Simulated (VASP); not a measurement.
# Mg2Ti3O3 (P6/mmm) in VASP: single point with PBE

Aim: the single point of Mg2Ti3O3 with PBE.

Everything below comes from runs of VASP 6.6.1. Logs are shortened: lines on timing, memory, paths and dates and some standing lists are left out, and cuts for length are marked.

## Step 1: The cell of the first run

Symmetry: P6/mmm, No. 191, hexagonal system. The conventional cell has a = 4.531 Å, b = 4.531 Å, c = 7.042 Å, α = 90.00°, β = 90.00°, γ = 120.00°. Mg (site symmetry -6m2) has 9 Ti at 2.62 to 3.56 Å and 3 Mg at 2.62 Å within 3.6 Å. Within 2.9 Å of Ti (site symmetry 6mm) lie 2 Ti at 2.21 to 2.42 Å and 6 O at 2.52 Å. Within 3.2 Å of Ti (site symmetry 6/mmm) lie 2 Ti at 2.42 Å and 6 Mg at 2.62 Å. O (site symmetry mmm) has 4 O at 2.27 Å and 4 Ti at 2.52 Å within 3.0 Å.

The cell was generated, and may not be a known phase.

## Step 2: Single point, PBE, collinear spin

File INCAR:

```
PREC = Accurate
ENCUT = 840
EDIFF = 1E-6
ISMEAR = 0
SIGMA = 0.2
LREAL = F
LASPH = T
NELM = 200
ALGO = Normal
ISIF = 2
LWAVE = F
LCHARG = F
ISPIN = 2
MAGMOM = 0 0 1 1 1 0 0 0
LORBIT = 11
LMAXMIX = 4
GGA = PE
NBANDS = 51
GGA_COMPAT = F
```

File KPOINTS:

```
Automatic mesh
0
Gamma
  5 5 2
```

File POSCAR:

```
Mg2Ti3O3
1.0
    4.5312986449     -0.0000000032      0.0000000000
   -2.2656493196      3.9242197402      0.0000000000
    0.0000000000      0.0000000000      7.0417634688
Mg Ti O
2 3 3
Direct
    0.3333333333      0.6666666667      0.0000000000
    0.6666666667      0.3333333333      0.0000000000
    0.0000000000      0.0000000000      0.6566958167
    0.0000000000      0.0000000000      0.3433041833
    0.0000000000      0.0000000000      0.0000000000
    0.5000000000      0.0000000000      0.5000000000
    0.0000000000      0.5000000000      0.5000000000
    0.5000000000      0.5000000000      0.5000000000
```

Potentials or basis: VASP PAW PBE potentials, release 64 (Mg_sv, Ti_sv, O).

Command:

```
cat potpaw_PBE.64/Mg_sv/POTCAR potpaw_PBE.64/Ti_sv/POTCAR potpaw_PBE.64/O/POTCAR > POTCAR
mpirun -np 1 vasp_std > vasp.out
```

OUTCAR:

```text
PREC = Accurate
   ENCUT = 840
   EDIFF = 1E-6
   ISMEAR = 0
   LREAL = F
   LASPH = T
   NELM = 200
   ISIF = 2
   ISPIN = 2
   LORBIT = 11
   GGA = PE

 ion  position               nearest neighbor table
   1  0.333  0.667  0.000-
   2  0.667  0.333  0.000-
   3  0.000  0.000  0.657-   4 2.21   5 2.42
   4  0.000  0.000  0.343-   3 2.21   5 2.42
   5  0.000  0.000  0.000-   3 2.42   4 2.42
   6  0.500  0.000  0.500-
   7  0.000  0.500  0.500-
   8  0.500  0.500  0.500-

  LATTYP: Found a hexagonal cell.
 ALAT       =     4.5312986449
 C/A-ratio  =     1.5540276686

  Lattice vectors:

 A1 = (   4.5312986449,  -0.0000000032,   0.0000000000)
 A2 = (  -2.2656493196,   3.9242197402,   0.0000000000)
 A3 = (   0.0000000000,   0.0000000000,   7.0417634688)

Analysis of symmetry for initial positions (statically):
=====================================================================
 Subroutine PRICEL returns:
 Original cell was already a primitive cell.

 Routine SETGRP: Setting up the symmetry group for a
 hexagonal supercell.

 Subroutine GETGRP returns: Found 24 space group operations
 (whereof 24 operations were pure point group operations)
 out of a pool of 24 trial point group operations.

The static configuration has the point symmetry D_6h.

Analysis of symmetry for dynamics (positions and initial velocities):
=====================================================================
 Subroutine PRICEL returns:
 Original cell was already a primitive cell.

 Routine SETGRP: Setting up the symmetry group for a
 hexagonal supercell.

 Subroutine GETGRP returns: Found 24 space group operations
 (whereof 24 operations were pure point group operations)
 out of a pool of 24 trial point group operations.

The dynamic configuration has the point symmetry D_6h.

Analysis of structural, dynamic, and magnetic symmetry:
=====================================================================
 Subroutine PRICEL returns:
 Original cell was already a primitive cell.

 Routine SETGRP: Setting up the symmetry group for a
 hexagonal supercell.

 Subroutine GETGRP returns: Found 24 space group operations
 (whereof 24 operations were pure point group operations)
 out of a pool of 24 trial point group operations.

The overall configuration has the point symmetry D_6h.

 Subroutine INISYM returns: Found 24 space group operations
 (whereof 24 operations are pure point group operations),
 and found     1 'primitive' translations

----------------------------------------------------------------------------------------

                                     Primitive cell

  volume of cell :     125.2153

  direct lattice vectors                    reciprocal lattice vectors
     4.531298645 -0.000000003  0.000000000     0.220687286  0.127413864  0.000000000
    -2.265649320  3.924219740  0.000000000     0.000000000  0.254827728  0.000000000
     0.000000000  0.000000000  7.041763469     0.000000000  0.000000000  0.142009882

  length of vectors
     4.531298645  4.531298645  7.041763469     0.254827728  0.254827728  0.142009882

  position of ions in fractional coordinates (direct lattice)
     0.333333333  0.666666667  0.000000000
     0.666666667  0.333333333  0.000000000
     0.000000000  0.000000000  0.656695817
     0.000000000  0.000000000  0.343304183
     0.000000000  0.000000000  0.000000000
     0.500000000  0.000000000  0.500000000
     1.000000000  0.500000000  0.500000000
     0.500000000  0.500000000  0.500000000

  ion indices of the primitive-cell ions
   primitive index   ion index
                 1           1
                 2           2
                 3           3
                 4           4
                 5           5
[... 36 lines left out ...]
  0.400000  0.200000  0.000000      6.000000
  0.000000  0.000000  0.500000      1.000000
  0.200000  0.000000  0.500000      6.000000
  0.400000  0.000000  0.500000      6.000000
  0.200000  0.200000  0.500000      6.000000
  0.400000  0.200000  0.500000      6.000000
   k-points           NKPTS =     10   k-points in BZ     NKDIM =     10   number of bands    NBANDS=     51
   number of dos      NEDOS =    301   number of ions     NIONS =      8
   total plane-waves  NPLWV = 161280
   dimension x,y,z NGX =    48 NGY =   48 NGZ =   70
   dimension x,y,z NGXF=    96 NGYF=   96 NGZF=  140
   ions per type =               2   3   3
   NGX,Y,Z   is equivalent  to a cutoff of  17.61, 17.61, 16.53 a.u.
   NGXF,Y,Z  is equivalent  to a cutoff of  35.22, 35.22, 33.05 a.u.
 SYSTEM =  unknown system
   PREC   = accura    normal or accurate (medium, high low for compatibility)
   ISTART =      0    job   : 0-new  1-cont  2-samecut
   ICHARG =      2    charge: 1-file 2-atom 10-const
   ISPIN  =      2    spin polarized calculation?
   LNONCOLLINEAR =      F non collinear calculations
   LSORBIT =      F    spin-orbit coupling
   LASPH  =      T    aspherical Exc in radial PAW
   ENCUT  =  840.0 eV  61.74 Ry    7.86 a.u.  10.71 10.71 16.64*2*pi/ulx,y,z
   NELM   =    200;   NELMIN=  2; NELMDL= -5     # of ELM steps
   EDIFF  = 0.1E-05   stopping-criterion for ELM
   LREAL  =      F    real-space projection
   EDIFFG = 0.1E-04   stopping-criterion for IOM
   NSW    =      0    number of steps for IOM
   IBRION =     -1    ionic relax: 0-MD 1-quasi-New 2-CG
   NFREE  =      0    steps in history (QN), initial steepest desc. (CG)
   ISIF   =      2    stress and relaxation
   ISYM   =      2    0-nonsym 1-usesym 2-fastsym
   POTIM  = 0.5000    time-step for ionic-motion
   TEBEG  =    0.0;   TEEND  =   0.0 temperature during run
   PSTRESS=    0.0 pullay stress
   NELECT =      74.0000    total number of electrons
   NUPDOWN=      -1.0000    fix difference up-down
   EMIN   =  10.00;   EMAX   =-10.00  energy-range for DOS
   EFERMI =   0.00;   METHOD = LEGACY
   ISMEAR =     0;   SIGMA  =   0.20  broadening in eV -4-tet -1-fermi 0-gaus
   EFERMI_NEDOS =   21; number of points for ismear=-14 and -15
   IALGO  =     38    algorithm
   IMIX   =      4    mixing-type and parameters
     AMIX     =   0.40;   BMIX     =  1.00
     AMIX_MAG =   1.60;   BMIX_MAG =  1.00
  volume/ion in A,a.u.               =      15.65       105.62
  Fermi-wavevector in a.u.,A,eV,Ry     =   1.373830  2.596162 25.679748  1.887408
  Thomas-Fermi vector in A             =   2.499311
   LORBIT       =     11    0 simple, 1 ext, 2 COOP (PROOUT), +10 PAW based schemes
   GGA     = PE    functional components
   LHFCALC =     F    Hartree Fock is set to
   AEXX    =    0.0000 exact exchange contribution
   IVDW    =     0    specifies the selected vdW correction
   LEPSILON=     F    determine dielectric tensor
   LRPA    =     F    only Hartree local field effects (RPA)
 spin polarized calculation
 Gauss-broadening in eV      SIGMA  =   0.20
  energy-cutoff  :      840.00
  volume of cell :      125.22
 maximum number of plane-waves:      6970
 NGX is ok and might be reduce to    48
   NGX = 21   NGY = 21   NGZ = 33

 number of electron      73.9999990 magnetization       0.4824499

 Free energy of the ion-electron system (eV)
  ---------------------------------------------------
  ext. energy  EPLUGINS =         0.00000000
  ---------------------------------------------------
  free energy    TOTEN  =       -38.36252470 eV

  energy without entropy =      -38.22080153  energy(sigma->0) =      -38.29166312

 E-fermi :   4.3276     XC(G=0): -10.1582

 val. band max:        4.3186053104   @ k =   0.2000   0.2000   0.0000
 cond. band min:       4.3370222159   @ k =   0.4000   0.0000   0.5000
 fundamental gap:      0.0184169054
 Fermi energy:         4.3275953066

 spin component 1

 k-point     1 :       0.0000    0.0000    0.0000
  band No.  band energies     occupation
      1     -70.6439      1.00000
      2     -70.6215      1.00000
      3     -53.1413      1.00000
      4     -52.8079      1.00000
      5     -51.6906      1.00000
      6     -37.4539      1.00000
[... 509 lines left out ...]
     48       6.8467      0.00000
     49       6.9863      0.00000
 Fermi energy:         4.3275953066

 spin component 2

 k-point     1 :       0.0000    0.0000    0.0000
  band No.  band energies     occupation
      1     -70.6439      1.00000
      2     -70.6216      1.00000
      3     -53.0939      1.00000
      4     -52.7613      1.00000
      5     -51.4404      1.00000
      6     -37.4538      1.00000
[... 509 lines left out ...]
     48       6.9362      0.00000
     49       7.0597      0.00000
 [bands above 49 left out]

------------------------ aborting loop because EDIFF is reached ----------------------------------------

  FORCE on cell =-STRESS in cart. coord.  units (eV):
  Direction    XX          YY          ZZ          XY          YZ          ZX
  --------------------------------------------------------------------------------------
  -------------------------------------------------------------------------------------
  Total        0.0182722      0.0182722      0.1938345      0.0000000     -0.0000000     -0.0000000
  in kB        0.2337996      0.2337996      2.4801855      0.0000000     -0.0000000     -0.0000000
  external PRESSURE =       0.9825949 kB  Pullay stress =       0.0000000 kB

 VOLUME and BASIS-vectors are now :
 -----------------------------------------------------------------------------
  energy-cutoff  :      840.00
  volume of cell :      125.22
      direct lattice vectors                 reciprocal lattice vectors
     4.531298645 -0.000000003  0.000000000     0.220687286  0.127413864  0.000000000
    -2.265649320  3.924219740  0.000000000     0.000000000  0.254827728  0.000000000
     0.000000000  0.000000000  7.041763469     0.000000000  0.000000000  0.142009882

 POSITION                                       TOTAL-FORCE (eV/Angst)
 -----------------------------------------------------------------------------------
      0.00000      2.61615      0.00000         0.000000      0.000000     -0.000000
      2.26565      1.30807      0.00000        -0.000000      0.000000     -0.000000
      0.00000      0.00000      4.62430         0.000000     -0.000000      0.075605
      0.00000      0.00000      2.41747         0.000000     -0.000000     -0.075605
      0.00000      0.00000      0.00000         0.000000     -0.000000     -0.000000
      2.26565     -0.00000      3.52088         0.000000     -0.000000     -0.000000
     -1.13282      1.96211      3.52088         0.000000     -0.000000     -0.000000
      1.13282      1.96211      3.52088         0.000000     -0.000000     -0.000000
 -----------------------------------------------------------------------------------
    total drift:                               -0.000000      0.000000      0.000000

  FREE ENERGIE OF THE ION-ELECTRON SYSTEM (eV)
  ---------------------------------------------------
  free  energy   TOTEN  =       -38.3625247024 eV

  energy  without entropy=      -38.2208015315  energy(sigma->0) =      -38.29166312

 total charge

# of ion       s       p       d       tot
------------------------------------------
    1        2.154   6.019   0.011   8.184
    2        2.154   6.019   0.011   8.184
    3        2.157   6.037   1.995  10.188
    4        2.157   6.037   1.995  10.188
    5        2.286   6.095   2.241  10.622
    6        1.606   3.143   0.000   4.749
    7        1.606   3.143   0.000   4.749
    8        1.606   3.143   0.000   4.749
--------------------------------------------------
tot         15.726  39.635   6.253  61.614

 magnetization (x)

# of ion       s       p       d       tot
------------------------------------------
    1        0.000  -0.000   0.000   0.000
    2        0.000  -0.000   0.000   0.000
    3        0.005   0.008   0.045   0.057
    4        0.005   0.008   0.045   0.057
    5        0.012   0.004   0.276   0.293
    6        0.000  -0.008   0.000  -0.008
    7        0.000  -0.008   0.000  -0.008
    8        0.000  -0.008   0.000  -0.008
--------------------------------------------------
tot          0.022  -0.004   0.366   0.385
```

Run time: 4.1 min. Hardware: 1 thread of Intel Xeon 6975P-C (Granite Rapids), shared host; peak memory 0.61 GiB.

Results:

```
Free energy                                           : -38.3625 eV
Pressure                                              : 0.1 GPa
Largest force                                         : 0.076 eV/Å
Net moment                                            : 0.48 μB per cell
Site moments                                          : Mg +0.00; Ti +0.06, +0.29 (each value once); O -0.01 μB
Valence electrons inside the program's atomic spheres : Mg 8.18; Ti 10.19, 10.62 (each value once); O 4.75
```

Forces in eV/Å, atoms in the order of the input:
```
Mg   0.000  0.000  0.000
Mg   0.000  0.000  0.000
Ti   0.000  0.000  0.076
Ti   0.000  0.000 -0.076
Ti   0.000  0.000  0.000
O    0.000  0.000  0.000
O    0.000  0.000  0.000
O    0.000  0.000  0.000
```

Caveat: the k points lie up to 0.45 Å⁻¹ apart; a moment this small can come from the mesh or the smearing.
